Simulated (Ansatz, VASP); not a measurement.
One calculation of CoO, two programs

File INCAR:

```
SYSTEM = CoO
PREC = Accurate
ENCUT = 520
EDIFF = 1E-8
ISMEAR = -1
SIGMA = 0.05
LREAL = .FALSE.
LASPH = .TRUE.
NELM = 150
ALGO = Normal
ISIF = 2
LWAVE = .FALSE.
LCHARG = .FALSE.
ISPIN = 2
MAGMOM = 2 0
LORBIT = 11
LMAXMIX = 4
GGA = PE
LEFG = .TRUE.
NBANDS = 18
```

Contents of KPOINTS:

```
Automatic mesh
0
G
  13 13 13
  0 0 0
```

File POSCAR:

```
CoO
1.0
    0.0000000000      2.2114218429      2.2114218429
    2.2114218429      0.0000000000      2.2114218429
    2.2114218429      2.2114218429      0.0000000000
Co O
1 1
Direct
    0.0000000000      0.0000000000      0.0000000000
    0.2500000000      0.2500000000      0.2500000000
```

Input for Ansatz:

```yaml
crystal:
  lattice:
    - [0.0, 2.2114218429, 2.2114218429]
    - [2.2114218429, 0.0, 2.2114218429]
    - [2.2114218429, 2.2114218429, 0.0]
  atoms:
    - { symbol: Co, position: [0.0, 0.0, 0.0], spin: 2.0 }
    - { symbol: O, position: [0.25, 0.25, 0.25] }
magnetization:
  spin_polarized: true
kpoints:
  mp_grid: { grid: [13, 13, 13] }
scf:
  occupations: { method: fermi_dirac, width: 0.05 }
hamiltonian:
  xc: pbe
  pseudopotentials: { kind: paw }
output:
  forces: true
  stress: true
  eigenvalues: true
  efg: { contact_densities: true }
```

Change from the starting cell: volume scaled by 0.95, PAW files.

Alike in both runs: task electric field gradients; functional PBE; k mesh 13 × 13 × 13; occupations fermi-dirac, width 0.05 eV; collinear spin.

|  | VASP | Ansatz |
| --- | --- | --- |
| version | VASP 6.6.1 | Ansatz 0.2.0 |
| potentials or method | VASP PAW PBE potentials, release 64 (Co, O) | PAW with Ansatz's default frozen-core files, scalar-relativistic |
| plane-wave cutoff (eV) | 520 | 420 |
| valence electrons in the cell | 15 | 23 |

|  | VASP | Ansatz | Ansatz less VASP |
| --- | --- | --- | --- |
| pressure (GPa) | 5.8 | 6.0 | +0.22 |
| net moment per atom (μB) | 1.23 | 1.24 | +0.012 |
| size of the moment on the site where the two differ most (μB) | 2.15 | 2.01 | -0.132 |

Site moments also hang on the region over which each program counts them. VASP's potentials hold 15 valence electrons a cell and Ansatz's 23, so a difference there can come from the potentials and not from the codes.
